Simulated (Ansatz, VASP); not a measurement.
**Hf in VASP and in Ansatz**

```xyz
2
Lattice="1.5749 2.7278 0.0000 -1.5749 2.7278 0.0000 0.0000 0.0000 5.1433" Properties=species:S:1:pos:R:3 pbc="T T T"
Hf    0.0000    1.8186    1.2858
Hf    0.0000    3.6371    3.8574
```

Alike in both runs: task single point; functional PBE; k mesh 7 × 7 × 4; occupations fermi-dirac, width 0.0754 eV; no spin polarisation.

```csv
,VASP,Ansatz
version,VASP 6.6.1,Ansatz 0.2.0
potentials or method,"VASP PAW PBE potentials, release 64 (Hf_pv), cutoff 500 eV",PAW plane waves
valence electrons in the cell,20,52
```

Ansatz gave:

```
gap on the k mesh at the Fermi level (eV)                     : none
pressure (GPa)                                                : 2.3
traceless stress, the component that is largest in VASP (GPa) : -2.13
```

**Question.** Estimate VASP's values.

**Answer.** gap on the k mesh at the Fermi level (eV): none; pressure (GPa): 1.9; traceless stress, the component that is largest in VASP (GPa): -2.20.

A gap of «none» marks a metal or a gap that the smearing closes. VASP's potentials hold 20 valence electrons a cell and Ansatz's 52, so a difference there can come from the potentials and not from the codes. Ansatz's warnings: structure snapped to symmetry.

Neither program's run includes spin-orbit coupling.
